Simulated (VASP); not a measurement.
# Yb: single point with PBEsol

Crystal: Yb.

```
Yb
1.0
     3.24971    0.00000    0.00000
     0.00000    3.24971    0.00000
     0.00000    0.00000    3.24971
Yb
1
Cartesian
  0.0000 0.0000 0.0000
```

- Program: VASP 6.6.1
- Task: single point
- Functional: PBEsol
- Potentials or basis: VASP PAW PBE potentials, release 64 (Yb)
- Cutoff: 520 eV
- k mesh: 16 × 16 × 16
- Occupations: fermi-dirac, width 0.1 eV
- Spin: no spin polarisation

The pressure is -0.1 GPa and the band gap on the k mesh is zero (band 12 reaches 1.69 eV, above the bottom of band 13 at 1.07 eV).

Levels at points of the mesh, in eV from the Fermi level:
| k point | band 8 | band 9 | band 10 | band 11 | band 12 | band 13 | band 14 | band 15 | band 16 | band 17 |
| --- | --- | --- | --- | --- | --- | --- | --- | --- | --- | --- |
| (0.00, 0.00, 0.00) | -0.55 | -0.52 | -0.52 | -0.52 | -0.44 | 0.47 | 0.47 | 7.16 | 7.16 | 7.16 |
| (0.50, 0.00, 0.00) | -0.53 | -0.53 | -0.47 | -0.43 | -0.43 | 0.10 | 1.31 | 4.11 | 4.11 | 7.50 |
| (0.50, 0.50, 0.00) | -0.53 | -0.53 | -0.51 | -0.44 | -0.42 | 0.65 | 3.73 | 3.73 | 4.81 | 4.81 |
| (0.50, 0.50, 0.50) | -0.57 | -0.45 | -0.45 | -0.45 | 0.26 | 0.26 | 0.26 | 6.13 | 8.08 | 8.08 |

Run time: 5.1 min on 1 thread of AMD EPYC 7R13, with other jobs on the host, peak memory 0.21 GiB.

Caveat: the PAW data sets were made with another functional, which shifts forces and pressure a little; spin-orbit coupling is left out, which moves the levels of the heavy elements. Spin polarisation is off, so any magnetic state and its effect on volume and gap are missing.
